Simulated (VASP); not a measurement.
## Na3Fe: single point with PBE

The system is Na3Fe.

```xyz
8
Lattice="5.9733 0.0000 0.0000 -2.9867 5.1730 0.0000 0.0000 0.0000 4.7945" Properties=species:S:1:pos:R:3 pbc="T T T"
Na    2.9867    3.4452    1.1986
Na   -1.4903    4.3091    3.5959
Na    1.4963    0.8639    1.1986
Na    0.0000    1.7278    3.5959
Na    4.4770    0.8639    1.1986
Na    1.4903    4.3091    3.5959
Fe    0.0000    3.4487    1.1986
Fe    2.9867    1.7243    3.5959
```

```json
{
  "Program": "VASP 6.6.1",
  "Task": "single point",
  "Functional": "PBE",
  "Potentials or basis": "VASP PAW PBE potentials, release 64 (Na_pv, Fe)",
  "Cutoff": "520 eV",
  "k mesh": "6 × 6 × 4",
  "Occupations": "gaussian, width 0.1 eV",
  "Spin": "collinear spin, ferromagnetic start",
  "Starting moments": "[0.0, 0.0, 0.0, 0.0, 0.0, 0.0, 4.0, 4.0] μB",
  "Dipole correction": "no",
  "Further INCAR settings": "ALGO = Normal; EDIFF = 1e-06; NBANDS = 43"
}
```

```
Pressure                                              : 11.2 GPa
Largest force                                         : 0.338 eV/Å
Net moment                                            : 5.63 μB per cell
Site moments                                          : Na -0.02; Fe +2.89 μB
Valence electrons inside the program's atomic spheres : Na 6.16; Fe 6.81
```

Forces in eV/Å, atoms in the order of the input:
```
Na   0.000 -0.338  0.000
Na   0.293 -0.169  0.000
Na   0.293  0.169  0.000
Na   0.000  0.338  0.000
Na  -0.293  0.169  0.000
Na  -0.293 -0.169  0.000
Fe   0.000  0.000  0.000
Fe   0.000  0.000  0.000
```

Stress tensor (GPa, compression positive):
```
10.63  0.00  0.00
 0.00 10.63  0.00
 0.00  0.00 12.41
```

Levels at points of the mesh, in eV from the Fermi level:
Spin up:
```csv
k point,band 29,band 30,band 31,band 32,band 33,band 34,band 35,band 36
"(0.00, 0.00, 0.00)",-2.17,-0.93,0.32,0.34,0.34,0.89,1.43,1.43
"(0.50, 0.00, 0.00)",-2.23,-2.14,-0.83,-0.75,1.96,2.60,2.75,2.95
"(0.00, 0.00, 0.50)",-2.26,-2.26,1.23,1.23,1.52,1.52,1.52,1.52
"(0.50, 0.00, 0.50)",-2.10,-2.10,-1.48,-1.48,0.83,0.83,1.05,1.05
```
Spin down:
```
           k point  band 24  band 25  band 26  band 27  band 28  band 29
(0.00, 0.00, 0.00)    -0.38    -0.36    -0.36    -0.09    -0.07     0.04
(0.50, 0.00, 0.00)    -0.40    -0.13    -0.12     0.06     0.10     0.17
(0.00, 0.00, 0.50)    -0.62     0.14     0.14     0.14     0.14     0.41
(0.50, 0.00, 0.50)    -0.63    -0.35    -0.35     0.08     0.08     0.15
```

Wall time 2.9 min on 1 thread of Intel(R) Xeon(R) Platinum 8488C (Sapphire Rapids) (shared host), peak memory 0.42 GiB.

Caveat: the cell stands under pressure.
